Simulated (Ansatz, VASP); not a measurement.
## Mo: VASP beside Ansatz

File POSCAR:

```
Mo
1.0
   -1.5945650000      1.5945650000      1.5474350000
    1.5945650000     -1.5945650000      1.5474350000
    1.5945650000      1.5945650000     -1.5474350000
Mo
1
Direct
    0.0000000000      0.0000000000      0.0000000000
```

The input INCAR.step1:

```
SYSTEM = Mo
ALGO = Normal ; EDIFF = 1E-4
ENCUT = 520 ; GGA = PE
ISMEAR = 0 ; LASPH = .True.
LCHARG = .False. ; LREAL = .False.
LWAVE = .True. ; NBANDS = 13
NELM = 100 ; PREC = Accurate
SIGMA = 0.15
```

The input INCAR.step2:

```
SYSTEM = Mo
ALGO = Normal ; EDIFF = 1E-7
ENCUT = 520 ; ISIF = 2
ISMEAR = 0 ; ISTART = 1
LASPH = .True. ; LCHARG = .False.
LMIXTAU = .True. ; LREAL = .False.
LWAVE = .False. ; METAGGA = R2SCAN
NBANDS = 13 ; NELM = 100
PREC = Accurate ; SIGMA = 0.15
```

File KPOINTS:

```
k-points
0
Gamma
  22 22 22
  0 0 0
```

Input for Ansatz:

```yaml
crystal:
  lattice:
    - [-1.594565, 1.594565, 1.547435]
    - [1.594565, -1.594565, 1.547435]
    - [1.594565, 1.594565, -1.547435]
  atoms:
    - { symbol: Mo, position: [0.0, 0.0, 0.0] }
basis:
  ecutwfc: 500
kpoints:
  mp_grid: { grid: [22, 22, 22] }
hamiltonian:
  xc: r2scan
scf:
  occupations: { method: gaussian, width: 0.15 }
output:
  forces: true
  stress: true
  eigenvalues: true
```

Change from the starting cell: strain +0.015 along x and y, -0.015 along z, atoms carried along.

Alike in both runs: task single point; functional r2SCAN; k mesh 22 × 22 × 22; occupations gaussian, width 0.15 eV; no spin polarisation.

|  | VASP | Ansatz |
| --- | --- | --- |
| version | VASP 6.6.1 | Ansatz 0.2.0 |
| potentials or method | VASP PAW PBE potentials, release 64 (Mo_sv), cutoff 520 eV | scalar-relativistic, plane waves, PAW |
| valence electrons in the cell | 14 | 14 |

|  | VASP | Ansatz | Ansatz less VASP |
| --- | --- | --- | --- |
| gap on the k mesh at the Fermi level (eV) | none | none | - |
| pressure (GPa) | -0.4 | -1.5 | -1.11 |
| traceless stress, the component that is largest in VASP (GPa) | 6.59 | 6.59 | +0.001 |

VASP's potentials were made for PBE, not for r2SCAN. A gap of «none» marks a metal or a gap that the smearing closes.
